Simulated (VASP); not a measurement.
Wanted: the native input for a VASP 6.6.1 run.

```
Task                   : single point
Functional             : PBE
Potentials or basis    : VASP PAW PBE potentials, release 64 (Mn_pv, O)
Cutoff                 : 520 eV
k mesh                 : 9 × 9 × 5
Occupations            : fermi-dirac, width 0.05 eV
Spin                   : collinear spin, ferromagnetic start
Starting moments       : [4.5, 4.5, 0.0, 0.0] μB
Hubbard terms          : Mn d U = 4.0 eV
Dipole correction      : no
Further INCAR settings : ALGO = Normal; EDIFF = 1e-07; NBANDS = 31
```

The structure of MnO lies in POSCAR:

```
MnO
1.0
    3.3717000000      0.0000000000      0.0000000000
   -1.6858500000      2.9199778500      0.0000000000
    0.0000000000      0.0000000000      5.3855000000
Mn O
2 2
Direct
    0.3333333300      0.6666666700      0.0109600000
    0.6666666700      0.3333333300      0.5109600000
    0.3333333300      0.6666666700      0.3754700000
    0.6666666700      0.3333333300      0.8754700000
```

The input as run:

INCAR

```
ALGO     = Normal         # electronic algorithm
EDIFF    = 1E-7           # SCF threshold, eV
ENCUT    = 520            # plane-wave cutoff, eV
GGA      = PE             # functional
ISIF     = 2              # what is computed and relaxed
ISMEAR   = -1             # smearing method
ISPIN    = 2              # spin polarisation
LASPH    = T              # aspherical terms in the spheres
LCHARG   = F              # write CHGCAR
LDAU     = T              # DFT+U
LDAUJ    = 0 0          
LDAUL    = 2 -1           # shell
LDAUPRINT= 1            
LDAUTYPE = 2            
LDAUU    = 4 0            # U, eV
LMAXMIX  = 4              # l up to which the mixer works
LORBIT   = 11             # projections on sites
LREAL    = F              # projectors in reciprocal space
LWAVE    = F              # write WAVECAR
MAGMOM   = 4.5 4.5 0 0    # initial moments
NBANDS   = 31             # bands
NELM     = 150            # most SCF steps
PREC     = Accurate       # precision mode
SIGMA    = 0.05           # smearing width, eV
```

KPOINTS

```
k-points
0
Gamma
  9 9 5
```

Potentials or basis: VASP PAW PBE potentials, release 64 (Mn_pv, O).

Command:

```console
$ cat potpaw_PBE.64/Mn_pv/POTCAR potpaw_PBE.64/O/POTCAR > POTCAR
$ mpirun -np 1 vasp_std > vasp.out
```

Results of the run:

| Quantity | Value |
| --- | --- |
| Pressure | 10.9 GPa |
| Largest force | 0.901 eV/Å |
| Band gap on the k mesh | 0.13 eV |
| Net moment | 10.00 μB per cell |
| Site moments | Mn +4.59; O +0.11 μB |
| Valence electrons inside the program's atomic spheres | Mn 11.44; O 5.04 |

Caveat: the stress differs along the axes, from 8 to 18 GPa; the run started ferromagnetic, and an antiferromagnetic order may lie lower in energy.

Run time: 58 s on 1 thread of Intel(R) Xeon(R) 6975P-C (Granite Rapids), with other jobs on the host, peak memory 0.24 GiB.
